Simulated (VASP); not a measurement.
# PbS (Fm-3m) in VASP: a series of runs

Runs on PbS. Level: r2SCAN. Tasks: single point.

All numbers are computed with VASP 6.6.1; they aren't measurements. Logs are shortened: lines on timing, memory, paths and dates and some standing lists are left out, and cuts for length are marked.

**1. The cell of the first run**

Symmetry: Fm-3m, No. 225, cubic system. Conventional cell: a = 5.752 Å, b = 5.752 Å, c = 5.752 Å, α = 90.00°, β = 90.00°, γ = 90.00°. Within 3.8 Å of Pb (site symmetry m-3m) lie 6 S at 2.88 Å. S (site symmetry m-3m) has 6 Pb at 2.88 Å within 3.8 Å.

**2. Single point, r2SCAN (strain -0.030 along x and y, -0.030 along z)**

POSCAR

```
PbS
1.0
    0.0000000000      2.8760500000      2.8760500000
    2.8760500000      0.0000000000      2.8760500000
    2.8760500000      2.8760500000      0.0000000000
Pb S
1 1
Direct
    0.0000000000      0.0000000000      0.0000000000
    0.5000000000      0.5000000000      0.5000000000
```

INCAR.step1

```
ALGO = Normal ; EDIFF = 1E-4
ENCUT = 520 ; GGA = PE
ISMEAR = 0 ; LASPH = True
LCHARG = False ; LREAL = False
LWAVE = True ; NBANDS = 17
NELM = 60 ; PREC = Accurate
SIGMA = 0.05
```

INCAR.step2

```
ALGO = Normal ; EDIFF = 1E-6
ENCUT = 520 ; ISIF = 2
ISMEAR = 0 ; ISTART = 1
LASPH = True ; LCHARG = False
LMIXTAU = True ; LREAL = False
LWAVE = False ; METAGGA = R2SCAN
NBANDS = 17 ; NELM = 60
PREC = Accurate ; SIGMA = 0.05
```

KPOINTS

```
k-points
0
Gamma
  8 8 8
```

Potentials or basis: VASP PAW PBE potentials, release 64 (Pb_d, S).

Command:

```console
$ cat potpaw_PBE.64/Pb_d/POTCAR potpaw_PBE.64/S/POTCAR > POTCAR
$ cp INCAR.step1 INCAR
$ mpirun -np 1 vasp_std > vasp.out
$ cp INCAR.step2 INCAR
$ mpirun -np 1 vasp_std > vasp.out
```

OUTCAR:

```text
EDIFF = 1E-6
   ENCUT = 520
   ISIF = 2
   ISMEAR = 0
   ISTART = 1
   LASPH = True
   LREAL = False
   METAGGA = R2SCAN
   NELM = 60
   PREC = Accurate

 ion  position               nearest neighbor table
   1  0.000  0.000  0.000-   2 2.88   2 2.88   2 2.88   2 2.88   2 2.88   2 2.88
   2  0.500  0.500  0.500-   1 2.88   1 2.88   1 2.88   1 2.88   1 2.88   1 2.88

  LATTYP: Found a face centered cubic cell.
 ALAT       =     5.7521000000

  Lattice vectors:

 A1 = (   0.0000000000,   2.8760500000,   2.8760500000)
 A2 = (   2.8760500000,   0.0000000000,   2.8760500000)
 A3 = (   2.8760500000,   2.8760500000,   0.0000000000)

Analysis of symmetry for initial positions (statically):
=====================================================================
 Subroutine PRICEL returns:
 Original cell was already a primitive cell.

 Routine SETGRP: Setting up the symmetry group for a
 face centered cubic supercell.

 Subroutine GETGRP returns: Found 48 space group operations
 (whereof 48 operations were pure point group operations)
 out of a pool of 48 trial point group operations.

The static configuration has the point symmetry O_h .

Analysis of symmetry for dynamics (positions and initial velocities):
=====================================================================
 Subroutine PRICEL returns:
 Original cell was already a primitive cell.

 Routine SETGRP: Setting up the symmetry group for a
 face centered cubic supercell.

 Subroutine GETGRP returns: Found 48 space group operations
 (whereof 48 operations were pure point group operations)
 out of a pool of 48 trial point group operations.

The dynamic configuration has the point symmetry O_h .

 Subroutine INISYM returns: Found 48 space group operations
 (whereof 48 operations are pure point group operations),
 and found     1 'primitive' translations

----------------------------------------------------------------------------------------

                                     Primitive cell

  volume of cell :      47.5794

  direct lattice vectors                    reciprocal lattice vectors
     0.000000000  2.876050000  2.876050000    -0.173849551  0.173849551  0.173849551
     2.876050000  0.000000000  2.876050000     0.173849551 -0.173849551  0.173849551
     2.876050000  2.876050000  0.000000000     0.173849551  0.173849551 -0.173849551

  length of vectors
     4.067348916  4.067348916  4.067348916     0.301116255  0.301116255  0.301116255

  position of ions in fractional coordinates (direct lattice)
     0.000000000  0.000000000  0.000000000
     0.500000000  0.500000000  0.500000000

  ion indices of the primitive-cell ions
   primitive index   ion index
                 1           1
                 2           2

----------------------------------------------------------------------------------------

 KPOINTS: k-points

Automatic generation of k-mesh.
 Grid dimensions read from file:
 generate k-points for:    8    8    8

 Generating k-lattice:

  Cartesian coordinates                     Fractional coordinates (reciprocal lattice)
    -0.021731194  0.021731194  0.021731194     0.125000000  0.000000000  0.000000000
     0.021731194 -0.021731194  0.021731194     0.000000000  0.125000000  0.000000000
     0.021731194  0.021731194 -0.021731194     0.000000000  0.000000000  0.125000000

  Length of vectors
     0.037639532  0.037639532  0.037639532

  Shift w.r.t. Gamma in fractional coordinates (k-lattice)
     0.000000000  0.000000000  0.000000000

 Subroutine IBZKPT returns following result:
 ===========================================

 Found     29 irreducible k-points:

 Following reciprocal coordinates:
            Coordinates               Weight
  0.000000  0.000000  0.000000      1.000000
  0.125000  0.000000  0.000000      8.000000
  0.250000  0.000000  0.000000      8.000000
  0.375000  0.000000  0.000000      8.000000
  0.500000  0.000000  0.000000      4.000000
  0.125000  0.125000  0.000000      6.000000
[... 16 lines left out ...]
  0.500000  0.250000  0.125000     48.000000
 -0.375000  0.250000  0.125000     24.000000
 [... further k-points ...]
   k-points           NKPTS =     29   k-points in BZ     NKDIM =     29   number of bands    NBANDS=     17
   number of dos      NEDOS =    301   number of ions     NIONS =      2
   total plane-waves  NPLWV =  27000
   dimension x,y,z NGX =    30 NGY =   30 NGZ =   30
   dimension x,y,z NGXF=    60 NGYF=   60 NGZF=   60
   ions per type =               1   1
   NGX,Y,Z   is equivalent  to a cutoff of  12.26, 12.26, 12.26 a.u.
   NGXF,Y,Z  is equivalent  to a cutoff of  24.52, 24.52, 24.52 a.u.
 SYSTEM =  unknown system
   PREC   = accura    normal or accurate (medium, high low for compatibility)
   ISTART =      1    job   : 0-new  1-cont  2-samecut
   ICHARG =      0    charge: 1-file 2-atom 10-const
   ISPIN  =      1    spin polarized calculation?
   LNONCOLLINEAR =      F non collinear calculations
   LSORBIT =      F    spin-orbit coupling
   LASPH  =      T    aspherical Exc in radial PAW
   ENCUT  =  520.0 eV  38.22 Ry    6.18 a.u.   7.56  7.56  7.56*2*pi/ulx,y,z
   NELM   =     60;   NELMIN=  2; NELMDL=  0     # of ELM steps
   EDIFF  = 0.1E-05   stopping-criterion for ELM
   LREAL  =      F    real-space projection
   EDIFFG = 0.1E-04   stopping-criterion for IOM
   NSW    =      0    number of steps for IOM
   IBRION =     -1    ionic relax: 0-MD 1-quasi-New 2-CG
   NFREE  =      0    steps in history (QN), initial steepest desc. (CG)
   ISIF   =      2    stress and relaxation
   ISYM   =      2    0-nonsym 1-usesym 2-fastsym
   POTIM  = 0.5000    time-step for ionic-motion
   TEBEG  =    0.0;   TEEND  =   0.0 temperature during run
   PSTRESS=    0.0 pullay stress
   NELECT =      20.0000    total number of electrons
   NUPDOWN=      -1.0000    fix difference up-down
   EMIN   =  10.00;   EMAX   =-10.00  energy-range for DOS
   EFERMI =   0.00;   METHOD = LEGACY
   ISMEAR =     0;   SIGMA  =   0.05  broadening in eV -4-tet -1-fermi 0-gaus
   EFERMI_NEDOS =   21; number of points for ismear=-14 and -15
   IALGO  =     38    algorithm
   IMIX   =      4    mixing-type and parameters
     AMIX     =   0.40;   BMIX     =  1.00
     AMIX_MAG =   1.60;   BMIX_MAG =  1.00
  volume/ion in A,a.u.               =      23.79       160.54
  Fermi-wavevector in a.u.,A,eV,Ry     =   1.226342  2.317451 20.462014  1.503916
  Thomas-Fermi vector in A             =   2.361347
   LORBIT       =      0    0 simple, 1 ext, 2 COOP (PROOUT), +10 PAW based schemes
   METAGGA = R2SCAN    functional components
   LHFCALC =     F    Hartree Fock is set to
   AEXX    =    0.0000 exact exchange contribution
   IVDW    =     0    specifies the selected vdW correction
   LEPSILON=     F    determine dielectric tensor
   LRPA    =     F    only Hartree local field effects (RPA)
 non-spin polarized calculation
 Gauss-broadening in eV      SIGMA  =   0.05
  energy-cutoff  :      520.00
  volume of cell :       47.58
 maximum number of plane-waves:      1303
   NGX = 15   NGY = 15   NGZ = 15

 number of electron      19.9999997 magnetization

 Free energy of the ion-electron system (eV)
  ---------------------------------------------------
  ext. energy  EPLUGINS =         0.00000000
  ---------------------------------------------------
  free energy    TOTEN  =       -65.47433558 eV

  energy without entropy =      -65.47433060  energy(sigma->0) =      -65.47433309

 E-fermi :   7.2637     XC(G=0): -10.7322

 val. band max:        7.1578021488   @ k =   0.5000   0.0000   0.0000
 cond. band min:       7.3695603604   @ k =   0.5000   0.0000   0.0000
 fundamental gap:      0.2117582115
 Fermi energy:         7.2636812654

 k-point     1 :       0.0000    0.0000    0.0000
  band No.  band energies     occupation
      1     -10.6444      2.00000
      2     -10.6444      2.00000
      3     -10.6444      2.00000
      4     -10.6332      2.00000
      5     -10.6332      2.00000
      6      -8.1423      2.00000
[... 9 lines left out ...]
     16      13.8709      0.00000
     17      15.7941      0.00000

 k-point     2 :       0.1250    0.0000    0.0000
  band No.  band energies     occupation
      1     -10.6442      2.00000
      2     -10.6442      2.00000
      3     -10.6438      2.00000
      4     -10.6315      2.00000
      5     -10.6314      2.00000
      6      -7.9853      2.00000
[... 9 lines left out ...]
     16      14.3020      0.00000
     17      17.2076      0.00000

 k-point     3 :       0.2500    0.0000    0.0000
  band No.  band energies     occupation
      1     -10.6608      2.00000
      2     -10.6608      2.00000
      3     -10.6432      2.00000
      4     -10.6098      2.00000
      5     -10.6098      2.00000
      6      -7.5458      2.00000
[... 9 lines left out ...]
     16      15.2101      0.00000
     17      19.7203      0.00000

 k-point     4 :       0.3750    0.0000    0.0000
  band No.  band energies     occupation
      1     -10.6783      2.00000
      2     -10.6783      2.00000
      3     -10.6436      2.00000
      4     -10.5869      2.00000
      5     -10.5869      2.00000
      6      -6.9648      2.00000
[... 9 lines left out ...]
     16      16.5004      0.00000
     17      19.7959      0.00000

 k-point     5 :       0.5000    0.0000    0.0000
  band No.  band energies     occupation
      1     -10.6856      2.00000
      2     -10.6856      2.00000
      3     -10.6439      2.00000
      4     -10.5773      2.00000
      5     -10.5773      2.00000
      6      -6.6436      2.00000
[... 9 lines left out ...]
     16      17.4290      0.00000
     17      18.2703      0.00000

 k-point     6 :       0.1250    0.1250    0.0000
  band No.  band energies     occupation
      1     -10.6554      2.00000
      2     -10.6499      2.00000
      3     -10.6325      2.00000
      4     -10.6325      2.00000
      5     -10.6279      2.00000
      6      -7.9273      2.00000
[... 9 lines left out ...]
     16      15.2853      0.00000
     17      16.7362      0.00000

 k-point     7 :       0.2500    0.1250    0.0000
  band No.  band energies     occupation
      1     -10.6842      2.00000
      2     -10.6505      2.00000
      3     -10.6394      2.00000
      4     -10.6187      2.00000
      5     -10.6064      2.00000
      6      -7.5681      2.00000
[... 9 lines left out ...]
     16      16.0544      0.00000
     17      18.2661      0.00000

 k-point     8 :       0.3750    0.1250    0.0000
  band No.  band energies     occupation
      1     -10.7084      2.00000
      2     -10.6567      2.00000
      3     -10.6442      2.00000
      4     -10.6041      2.00000
      5     -10.5837      2.00000
      6      -7.0111      2.00000
[... 9 lines left out ...]
     16      17.1231      0.00000
     17      19.6934      0.00000
[... 203 lines left out ...]
      1     -10.8810      2.00000
      2     -10.6720      2.00000
      3     -10.6076      2.00000
      4     -10.5678      2.00000
      5     -10.5628      2.00000
      6      -6.0812      2.00000
[... 9 lines left out ...]
     16      19.2698      0.00000
     17      19.3853      0.00000

 k-point    20 :      -0.3750    0.3750    0.0000
  band No.  band energies     occupation
      1     -10.8438      2.00000
      2     -10.6509      2.00000
      3     -10.6269      2.00000
      4     -10.5831      2.00000
      5     -10.5691      2.00000
      6      -6.0112      2.00000
[... 9 lines left out ...]
     16      18.7399      0.00000
     17      20.5756      0.00000

 k-point    21 :       0.5000    0.5000    0.0000
  band No.  band energies     occupation
      1     -10.9149      2.00000
      2     -10.6818      2.00000
      3     -10.5967      2.00000
      4     -10.5575      2.00000
      5     -10.5575      2.00000
      6      -5.9670      2.00000
[... 9 lines left out ...]
     16      19.6929      0.00000
     17      19.6929      0.00000

 k-point    22 :       0.3750    0.2500    0.1250
  band No.  band energies     occupation
      1     -10.7221      2.00000
      2     -10.6506      2.00000
      3     -10.6420      2.00000
      4     -10.6033      2.00000
      5     -10.5944      2.00000
      6      -7.1346      2.00000
[... 9 lines left out ...]
     16      17.4409      0.00000
     17      17.8151      0.00000

 k-point    23 :       0.5000    0.2500    0.1250
  band No.  band energies     occupation
      1     -10.7502      2.00000
      2     -10.6545      2.00000
      3     -10.6381      2.00000
      4     -10.5986      2.00000
      5     -10.5817      2.00000
      6      -6.5919      2.00000
[... 9 lines left out ...]
     16      17.8653      0.00000
     17      19.0960      0.00000

 k-point    24 :      -0.3750    0.2500    0.1250
  band No.  band energies     occupation
      1     -10.7602      2.00000
      2     -10.6608      2.00000
      3     -10.6263      2.00000
      4     -10.6054      2.00000
      5     -10.5743      2.00000
      6      -6.3098      2.00000
[... 9 lines left out ...]
     16      18.4119      0.00000
     17      18.9448      0.00000

 [... further k-points ...]

------------------------ aborting loop because EDIFF is reached ----------------------------------------

  FORCE on cell =-STRESS in cart. coord.  units (eV):
  Direction    XX          YY          ZZ          XY          YZ          ZX
  --------------------------------------------------------------------------------------
  -------------------------------------------------------------------------------------
  Total        2.4879103      2.4879103      2.4879103     -0.0000000      0.0000000      0.0000000
  in kB       83.7772309     83.7772309     83.7772309     -0.0000000      0.0000000      0.0000000
  external PRESSURE =      83.7772309 kB  Pullay stress =       0.0000000 kB

 VOLUME and BASIS-vectors are now :
 -----------------------------------------------------------------------------
  energy-cutoff  :      520.00
  volume of cell :       47.58
      direct lattice vectors                 reciprocal lattice vectors
     0.000000000  2.876050000  2.876050000    -0.173849551  0.173849551  0.173849551
     2.876050000  0.000000000  2.876050000     0.173849551 -0.173849551  0.173849551
     2.876050000  2.876050000  0.000000000     0.173849551  0.173849551 -0.173849551

 POSITION                                       TOTAL-FORCE (eV/Angst)
 -----------------------------------------------------------------------------------
      0.00000      0.00000      0.00000        -0.000000      0.000000     -0.000000
      2.87605      2.87605      2.87605         0.000000     -0.000000      0.000000
 -----------------------------------------------------------------------------------
    total drift:                               -0.000000      0.000000      0.000000

  FREE ENERGIE OF THE ION-ELECTRON SYSTEM (eV)
  ---------------------------------------------------
  free  energy   TOTEN  =       -65.4743355776 eV

  energy  without entropy=      -65.4743306029  energy(sigma->0) =      -65.47433309
```

Run time: 38 s. Hardware: 1 thread of Intel Xeon 6975P-C (Granite Rapids), shared host; peak memory 0.18 GiB.

What came out:

- Free energy: -65.4743 eV
- Pressure: 8.4 GPa
- Band gap on the k mesh: 0.21 eV

Levels at points of the mesh, in eV from the valence-band top:
```tsv
k point	band 6	band 7	band 8	band 9	band 10	band 11	band 12	band 13	band 14	band 15
(0.00, 0.00, 0.00)	-15.30	-6.07	-3.01	-3.01	-3.01	5.68	5.68	5.68	6.71	6.71
(0.50, 0.00, 0.00)	-13.80	-9.91	-2.51	-2.51	0.00	0.21	1.77	1.77	9.15	10.27
(0.50, 0.50, 0.00)	-13.12	-7.69	-6.42	-4.45	-4.45	3.56	6.19	6.31	6.31	11.59
```

Caveat: the cell differs from its parent crystal (strain -0.030 along x and y, -0.030 along z); the cell stands under pressure; the PAW data sets were made with another functional, which shifts forces and pressure a little; spin-orbit coupling is left out, which moves the levels of the heavy elements.

(Part 1 of 2 ends here.)
